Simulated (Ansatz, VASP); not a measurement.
## One calculation of Al5GaAs6, two programs

```
CELL_PARAMETERS angstrom
6.99746 0.00000 0.00000
-3.49873 6.05998 0.00000
0.00000 0.00000 6.64484
ATOMIC_POSITIONS crystal
Al 0.33364 0.33364 0.99944
Al 0.00000 0.66636 0.99944
Al 0.66636 0.00000 0.99944
Al 0.66667 0.33333 0.49993
Al 0.33333 0.66667 0.49993
Ga 0.00000 0.00000 0.50069
As 0.33406 0.33406 0.37373
As 0.00000 0.66594 0.37373
As 0.66594 0.00000 0.37373
As 0.66667 0.33333 0.87396
As 0.33333 0.66667 0.87396
As 0.00000 0.00000 0.87602
```

Alike in both runs: task relaxation of cell and atoms; functional PBE; k mesh 6 × 6 × 4; occupations gaussian, width 0.02 eV; no spin polarisation.

|  | VASP | Ansatz |
| --- | --- | --- |
| version | VASP 6.6.1 | Ansatz 0.2.0 |
| potentials or method | VASP PAW PBE potentials, release 64 (Al, Ga_d, As), cutoff 600 eV | scalar-relativistic, plane waves, PAW |
| valence electrons in the cell | 58 | 118 |

|  | VASP | Ansatz | Ansatz less VASP |
| --- | --- | --- | --- |
| gap on the k mesh at the Fermi level, each at its own relaxed structure (eV) | 1.34 | 1.35 | +0.013 |
| relaxed volume (Å³/atom) | 23.58 | 23.53 | -0.055 |
| relaxed cell length with the largest relative difference (Å) | 6.654 | 6.648 | -0.0061 |

VASP's potentials hold 58 valence electrons a cell and Ansatz's 118, so a difference there can come from the potentials and not from the codes.
